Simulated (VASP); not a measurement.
## Ir: single point with r2SCAN

The system is Ir.

```xyz
1
Lattice="0.0000 1.9228 1.9228 1.9228 0.0000 1.9228 1.9228 1.9228 0.0000" Properties=species:S:1:pos:R:3 pbc="T T T"
Ir    0.0000    0.0000    0.0000
```

| Quantity | Value |
| --- | --- |
| Program | VASP 6.6.1 |
| Task | single point |
| Functional | r2SCAN |
| Potentials or basis | VASP PAW PBE potentials, release 64 (Ir) |
| Cutoff | 520 eV |
| k mesh | 14 × 14 × 14 |
| Occupations | fermi-dirac, width 0.6 eV |
| Spin | no spin polarisation |
| Dipole correction | no |
| Further INCAR settings | ALGO = Normal; EDIFF = 1e-06; NBANDS = 10 |

- Pressure: 12.1 GPa

Levels at points of the mesh, in eV from the Fermi level:
| k point | band 1 | band 2 | band 3 | band 4 | band 5 | band 6 | band 7 | band 8 |
| --- | --- | --- | --- | --- | --- | --- | --- | --- |
| (0.00, 0.00, 0.00) | -11.45 | -3.91 | -3.91 | -3.91 | -1.20 | -1.20 | 15.13 | 20.96 |
| (0.50, 0.00, 0.00) | -8.32 | -4.06 | -4.06 | -0.68 | 1.00 | 1.00 | 7.67 | 14.73 |
| (0.50, 0.50, 0.00) | -8.11 | -7.52 | 0.91 | 1.62 | 1.62 | 1.82 | 11.05 | 12.34 |

It took 24 s on 1 thread of Intel(R) Xeon(R) 6975P-C (Granite Rapids) (shared host), peak memory 0.13 GiB.

Caveat: the PAW data sets were made with another functional, which shifts forces and pressure a little; spin-orbit coupling is left out, which moves the levels of the heavy elements.
